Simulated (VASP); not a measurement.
A run of VASP 6.6.1 is set up as follows.

Contents of INCAR:

```
SYSTEM = AlN
PREC = Accurate
ENCUT = 520
EDIFF = 1E-6
ISMEAR = 0
SIGMA = 0.05
LREAL = .FALSE.
LASPH = .TRUE.
NELM = 60
ALGO = Normal
ISIF = 2
LWAVE = .FALSE.
LCHARG = .FALSE.
GGA = PS
NBANDS = 11
```

Contents of KPOINTS:

```
Automatic mesh
0
G
  10 10 10
  0 0 0
```

File POSCAR:

```
AlN
1.0
    0.1078698162      2.0410206446      2.0410206446
    2.0410206446      0.1078698162      2.0410206446
    2.0410206446      2.0410206446      0.1078698162
Al N
1 1
Direct
    0.5000000000      0.5000000000      0.5000000000
    0.0000000000      0.0000000000      0.0000000000
```

Potentials or basis: VASP PAW PBE potentials, release 64 (Al, N).

Launch:

```sh
$ cat potpaw_PBE.64/Al/POTCAR potpaw_PBE.64/N/POTCAR > POTCAR
$ mpirun -np 1 vasp_std > vasp.out
```

Estimate the pressure.

16.7 GPa.

What does it give for the band gap on the k mesh?

3.73 eV, indirect (least direct gap 5.52 eV).

Stress tensor (GPa, compression positive):
```
 16.72 -19.55 -19.55
-19.55  16.72 -19.55
-19.55 -19.55  16.72
```

Caveat: the PAW data sets were made with another functional, which shifts forces and pressure a little. A k mesh can miss the band edges.
